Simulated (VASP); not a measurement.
# Be (P6_3/mmc) in VASP: notebook

Be is run at these levels: LDA; tasks: single point.

Everything below comes from runs of VASP 6.6.1. Logs are shortened: lines on timing, memory, paths and dates and some standing lists are left out, and cuts for length are marked.

## Step 1: The cell of the first run

It takes space group P6_3/mmc (No. 194, hexagonal). Conventional cell: a = 2.270 Å, b = 2.270 Å, c = 3.560 Å, α = 90.00°, β = 90.00°, γ = 120.00°. Within 2.9 Å of Be (site symmetry -6m2) lie 12 Be at 2.21 to 2.27 Å.

## Step 2: Single point, LDA

Contents of INCAR:

```
PREC = Accurate ; ENCUT = 520
EDIFF = 1E-6 ; ISMEAR = -1
SIGMA = 0.05 ; LREAL = F
LASPH = T ; NELM = 60
ALGO = Fast ; ISIF = 2
LWAVE = F ; LCHARG = T
GGA = CA ; LELF = T
LVHAR = T ; NBANDS = 9
```

Contents of KPOINTS:

```
regular mesh
0
Gamma
  13 13 8
```

Contents of POSCAR:

```
Be
1.0
    2.2699619540      0.0000000000      0.0000000000
   -1.1349809770      1.9658447178      0.0000000000
    0.0000000000      0.0000000000      3.5601442416
Be
2
Direct
    0.6666666667      0.3333333333      0.7500000000
    0.3333333333      0.6666666667      0.2500000000
```

Potentials or basis: VASP PAW LDA potentials, release 64 (Be).

On the command line:

```sh
cat potpaw_LDA.64/Be/POTCAR > POTCAR
mpirun -np 1 vasp_std > vasp.out
```

OUTCAR:

```text
PREC = Accurate
   ENCUT = 520
   EDIFF = 1E-6
   ISMEAR = -1
   LREAL = F
   LASPH = T
   NELM = 60
   ISIF = 2
   GGA = CA

 ion  position               nearest neighbor table
   1  0.667  0.333  0.750-   2 2.21   2 2.21   2 2.21   2 2.21   2 2.21   2 2.21
   2  0.333  0.667  0.250-   1 2.21   1 2.21   1 2.21   1 2.21   1 2.21   1 2.21

  LATTYP: Found a hexagonal cell.
 ALAT       =     2.2699619540
 C/A-ratio  =     1.5683717673

  Lattice vectors:

 A1 = (   2.2699619540,   0.0000000000,   0.0000000000)
 A2 = (  -1.1349809770,   1.9658447178,   0.0000000000)
 A3 = (   0.0000000000,   0.0000000000,   3.5601442416)

Analysis of symmetry for initial positions (statically):
=====================================================================
 Subroutine PRICEL returns:
 Original cell was already a primitive cell.

 Routine SETGRP: Setting up the symmetry group for a
 hexagonal supercell.

 Subroutine GETGRP returns: Found 24 space group operations
 (whereof 12 operations were pure point group operations)
 out of a pool of 24 trial point group operations.

The static configuration has the point symmetry D_3d.
 The point group associated with its full space group is D_6h.

Analysis of symmetry for dynamics (positions and initial velocities):
=====================================================================
 Subroutine PRICEL returns:
 Original cell was already a primitive cell.

 Routine SETGRP: Setting up the symmetry group for a
 hexagonal supercell.

 Subroutine GETGRP returns: Found 24 space group operations
 (whereof 12 operations were pure point group operations)
 out of a pool of 24 trial point group operations.

The dynamic configuration has the point symmetry D_3d.
 The point group associated with its full space group is D_6h.

 Subroutine INISYM returns: Found 24 space group operations
 (whereof 12 operations are pure point group operations),
 and found     1 'primitive' translations

----------------------------------------------------------------------------------------

                                     Primitive cell

  volume of cell :      15.8868

  direct lattice vectors                    reciprocal lattice vectors
     2.269961954  0.000000000  0.000000000     0.440536018  0.254343589  0.000000000
    -1.134980977  1.965844718  0.000000000     0.000000000  0.508687177  0.000000000
     0.000000000  0.000000000  3.560144242     0.000000000  0.000000000  0.280887496

  length of vectors
     2.269961954  2.269961954  3.560144242     0.508687177  0.508687177  0.280887496

  position of ions in fractional coordinates (direct lattice)
     0.666666667  0.333333333  0.750000000
     0.333333333  0.666666667  0.250000000

  ion indices of the primitive-cell ions
   primitive index   ion index
                 1           1
                 2           2

----------------------------------------------------------------------------------------

 KPOINTS: regular mesh

Automatic generation of k-mesh.
 Grid dimensions read from file:
 generate k-points for:   13   13    8

 Generating k-lattice:

  Cartesian coordinates                     Fractional coordinates (reciprocal lattice)
     0.033887386  0.019564891  0.000000000     0.076923077 -0.000000000  0.000000000
     0.000000000  0.039129783  0.000000000     0.000000000  0.076923077  0.000000000
     0.000000000  0.000000000  0.035110937     0.000000000  0.000000000  0.125000000

  Length of vectors
     0.039129783  0.039129783  0.035110937

  Shift w.r.t. Gamma in fractional coordinates (k-lattice)
     0.000000000  0.000000000  0.000000000

 Subroutine IBZKPT returns following result:
 ===========================================

 Found    105 irreducible k-points:

 Following reciprocal coordinates:
            Coordinates               Weight
  0.000000  0.000000  0.000000      1.000000
  0.076923 -0.000000  0.000000      6.000000
  0.153846  0.000000  0.000000      6.000000
  0.230769  0.000000  0.000000      6.000000
  0.307692  0.000000  0.000000      6.000000
  0.384615 -0.000000  0.000000      6.000000
[... 16 lines left out ...]
  0.076923 -0.000000  0.125000     12.000000
  0.153846  0.000000  0.125000     12.000000
 [... further k-points ...]
   k-points           NKPTS =    105   k-points in BZ     NKDIM =    105   number of bands    NBANDS=      9
   number of dos      NEDOS =    301   number of ions     NIONS =      2
   total plane-waves  NPLWV =   9072
   dimension x,y,z NGX =    18 NGY =   18 NGZ =   28
   dimension x,y,z NGXF=    36 NGYF=   36 NGZF=   56
   ions per type =               2
   NGX,Y,Z   is equivalent  to a cutoff of  13.18, 13.18, 13.07 a.u.
   NGXF,Y,Z  is equivalent  to a cutoff of  26.37, 26.37, 26.15 a.u.
 SYSTEM =  unknown system
   PREC   = accura    normal or accurate (medium, high low for compatibility)
   ISTART =      0    job   : 0-new  1-cont  2-samecut
   ICHARG =      2    charge: 1-file 2-atom 10-const
   ISPIN  =      1    spin polarized calculation?
   LNONCOLLINEAR =      F non collinear calculations
   LSORBIT =      F    spin-orbit coupling
   LASPH  =      T    aspherical Exc in radial PAW
   ENCUT  =  520.0 eV  38.22 Ry    6.18 a.u.   4.22  4.22  6.62*2*pi/ulx,y,z
   NELM   =     60;   NELMIN=  2; NELMDL= -5     # of ELM steps
   EDIFF  = 0.1E-05   stopping-criterion for ELM
   LREAL  =      F    real-space projection
   EDIFFG = 0.1E-04   stopping-criterion for IOM
   NSW    =      0    number of steps for IOM
   IBRION =     -1    ionic relax: 0-MD 1-quasi-New 2-CG
   NFREE  =      0    steps in history (QN), initial steepest desc. (CG)
   ISIF   =      2    stress and relaxation
   ISYM   =      2    0-nonsym 1-usesym 2-fastsym
   POTIM  = 0.5000    time-step for ionic-motion
   TEBEG  =    0.0;   TEEND  =   0.0 temperature during run
   PSTRESS=    0.0 pullay stress
   NELECT =       4.0000    total number of electrons
   NUPDOWN=      -1.0000    fix difference up-down
   EMIN   =  10.00;   EMAX   =-10.00  energy-range for DOS
   EFERMI =   0.00;   METHOD = LEGACY
   ISMEAR =    -1;   SIGMA  =   0.05  broadening in eV -4-tet -1-fermi 0-gaus
   EFERMI_NEDOS =   21; number of points for ismear=-14 and -15
   IALGO  =     68    algorithm
   IMIX   =      4    mixing-type and parameters
     AMIX     =   0.40;   BMIX     =  1.00
     AMIX_MAG =   1.60;   BMIX_MAG =  1.00
  volume/ion in A,a.u.               =       7.94        53.60
  Fermi-wavevector in a.u.,A,eV,Ry     =   1.033752  1.953508 14.539774  1.068643
  Thomas-Fermi vector in A             =   2.168014
   LORBIT       =      0    0 simple, 1 ext, 2 COOP (PROOUT), +10 PAW based schemes
   GGA     = CA    functional components
   LHFCALC =     F    Hartree Fock is set to
   AEXX    =    0.0000 exact exchange contribution
   IVDW    =     0    specifies the selected vdW correction
   LEPSILON=     F    determine dielectric tensor
   LRPA    =     F    only Hartree local field effects (RPA)
 non-spin polarized calculation
 RMM-DIIS sequential band-by-band and
  energy-cutoff  :      520.00
  volume of cell :       15.89
 maximum number of plane-waves:       446
 NGX is ok and might be reduce to    18
   NGX =  9   NGY =  9   NGZ = 13

 number of electron       4.0000000 magnetization

 Free energy of the ion-electron system (eV)
  ---------------------------------------------------
  ext. energy  EPLUGINS =         0.00000000
  ---------------------------------------------------
  free energy    TOTEN  =        -8.40348189 eV

  energy without entropy =       -8.40243970  energy(sigma->0) =       -8.40296079

 E-fermi :   6.5698     XC(G=0): -10.6057

 val. band max:        6.4946666834   @ k =   0.2308   0.1538   0.0000
 cond. band min:       6.6449391741   @ k =   0.3077   0.1538   0.0000
 fundamental gap:      0.1502724907
 Fermi energy:         6.5698082532

 k-point     1 :       0.0000    0.0000    0.0000
  band No.  band energies     occupation
      1      -4.4422      2.00000
      2       2.3495      2.00000
      3       8.0126      0.00000
      4      22.3288      0.00000
      5      22.3288      0.00000
      6      25.1730      0.00000
      7      25.1730      0.00000
      8      27.2917      0.00000
      9      33.8469      0.00000

 k-point     2 :       0.0769   -0.0000    0.0000
  band No.  band energies     occupation
      1      -4.2755      2.00000
      2       2.5705      2.00000
      3       8.0535      0.00000
      4      21.0649      0.00000
      5      21.4103      0.00000
      6      25.1820      0.00000
      7      25.5864      0.00000
      8      26.9601      0.00000
      9      31.4924      0.00000

 k-point     3 :       0.1538    0.0000    0.0000
  band No.  band energies     occupation
      1      -3.7752      2.00000
      2       3.2318      2.00000
      3       8.1498      0.00000
      4      18.3101      0.00000
      5      19.8254      0.00000
      6      24.9682      0.00000
      7      25.6445      0.00000
      8      25.7107      0.00000
      9      28.5243      0.00000

 k-point     4 :       0.2308    0.0000    0.0000
  band No.  band energies     occupation
      1      -2.9406      2.00000
      2       4.3283      2.00000
      3       8.1607      0.00000
      4      15.4251      0.00000
      5      18.3470      0.00000
      6      23.2061      0.00000
      7      23.6417      0.00000
      8      25.0597      0.00000
      9      26.6543      0.00000

 k-point     5 :       0.3077    0.0000    0.0000
  band No.  band energies     occupation
      1      -1.7757      2.00000
      2       5.8467      2.00000
      3       7.6196      0.00000
      4      13.4219      0.00000
      5      17.1703      0.00000
      6      19.9411      0.00000
      7      21.1464      0.00000
      8      24.3164      0.00000
      9      26.2856      0.00000

 k-point     6 :       0.3846   -0.0000    0.0000
  band No.  band energies     occupation
      1      -0.3039      2.00000
      2       6.0563      1.99993
      3       7.7458      0.00000
      4      12.9634      0.00000
      5      16.3635      0.00000
      6      16.6406      0.00000
      7      18.7930      0.00000
      8      23.7197      0.00000
      9      26.2669      0.00000
[... 169 lines left out ...]
 k-point    21 :       0.3077    0.3077    0.0000
  band No.  band energies     occupation
      1       3.5152      2.00000
      2       6.0349      1.99995
      3       6.3061      1.98981
      4      12.2062      0.00000
      5      13.4637      0.00000
      6      14.3321      0.00000
      7      19.4066      0.00000
      8      20.5237      0.00000
      9      20.9093      0.00000

 k-point    22 :       0.0000    0.0000    0.1250
  band No.  band energies     occupation
      1      -4.3084      2.00000
      2       1.6302      2.00000
      3       9.0458      0.00000
      4      22.4499      0.00000
      5      22.4499      0.00000
      6      25.1226      0.00000
      7      25.1226      0.00000
      8      26.3527      0.00000
      9      34.4930      0.00000

 k-point    23 :       0.0769   -0.0000    0.1250
  band No.  band energies     occupation
      1      -4.1417      2.00000
      2       1.8326      2.00000
      3       9.1034      0.00000
      4      21.1944      0.00000
      5      21.5468      0.00000
      6      24.9988      0.00000
      7      25.4309      0.00000
      8      26.2098      0.00000
      9      31.4673      0.00000

 k-point    24 :       0.1538    0.0000    0.1250
  band No.  band energies     occupation
      1      -3.6410      2.00000
      2       2.4331      2.00000
      3       9.2519      0.00000
      4      18.4366      0.00000
      5      19.9772      0.00000
      6      24.4320      0.00000
      7      25.2469      0.00000
      8      25.2934      0.00000
      9      28.7455      0.00000

 [... further k-points ...]
[... 5 lines left out ...]
  --------------------------------------------------------------------------------------
  -------------------------------------------------------------------------------------
  Total       -0.5328080     -0.5328080     -0.6149908      0.0000000     -0.0000000      0.0000000
  in kB      -53.7336015    -53.7336015    -62.0217225      0.0000000     -0.0000000      0.0000000
  external PRESSURE =     -56.4963085 kB  Pullay stress =       0.0000000 kB

 VOLUME and BASIS-vectors are now :
 -----------------------------------------------------------------------------
  energy-cutoff  :      520.00
  volume of cell :       15.89
      direct lattice vectors                 reciprocal lattice vectors
     2.269961954  0.000000000  0.000000000     0.440536018  0.254343589  0.000000000
    -1.134980977  1.965844718  0.000000000     0.000000000  0.508687177  0.000000000
     0.000000000  0.000000000  3.560144242     0.000000000  0.000000000  0.280887496

 POSITION                                       TOTAL-FORCE (eV/Angst)
 -----------------------------------------------------------------------------------
      1.13498      0.65528      2.67011         0.000000      0.000000      0.000000
     -0.00000      1.31056      0.89004        -0.000000     -0.000000      0.000000
 -----------------------------------------------------------------------------------
    total drift:                                0.000000     -0.000000      0.000000

  FREE ENERGIE OF THE ION-ELECTRON SYSTEM (eV)
  ---------------------------------------------------
  free  energy   TOTEN  =        -8.4034818858 eV

  energy  without entropy=       -8.4024397013  energy(sigma->0) =       -8.40296079
```

It took 16 s on 1 thread of Intel Xeon 8259CL, shared host; peak memory 0.12 GiB.

What came out:

- Free energy: -8.4035 eV
- Pressure: -5.6 GPa
- Band gap on the k mesh: zero (bands 2 and 3 overlap by 1.60 eV)

Stress tensor (GPa, compression positive):
```
-5.37  0.00  0.00
 0.00 -5.37  0.00
 0.00  0.00 -6.20
```

Levels at points of the mesh, in eV from the Fermi level:
```
           k point  band 1  band 2  band 3  band 4  band 5  band 6
(0.00, 0.00, 0.00)  -11.01   -4.22    1.44   15.76   15.76   18.60
(0.00, 0.00, 0.50)   -8.88   -8.88   10.90   10.90   17.38   17.38
```

Caveat: the cell stands under tension.

(Part 1 of 3 ends here.)
